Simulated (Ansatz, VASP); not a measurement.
# Ge in VASP and in Ansatz

```xyz
2
Lattice="0.0000 2.8662 2.8174 2.8662 0.0000 2.8174 2.8662 2.8662 0.0000" Properties=species:S:1:pos:R:3 pbc="T T T"
Ge    0.0000    0.0000    0.0000
Ge    1.4331    1.4331    1.4087
```

Change from the starting cell: strained cell.

Alike in both runs: task relaxation of the atoms; functional PBEsol; k mesh 10 × 10 × 10; occupations gaussian, width 0.1 eV; no spin polarisation.

|  | VASP | Ansatz |
| --- | --- | --- |
| version | VASP 6.6.1 | Ansatz 0.2.0 |
| potentials or method | VASP PAW PBE potentials, release 64 (Ge_d), cutoff 520 eV | scalar-relativistic, plane waves, PAW |
| valence electrons in the cell | 28 | 28 |

|  | VASP | Ansatz | Ansatz less VASP |
| --- | --- | --- | --- |
| gap on the k mesh at the Fermi level, each at its own relaxed structure (eV) | 0.09 | 0.09 | -0.006 |

VASP's potentials were made for PBE, not for PBEsol. Ansatz's warnings: stress scf threshold loose.

Noted on VASP's run: the relaxation stopped at its first step, so nothing moved.
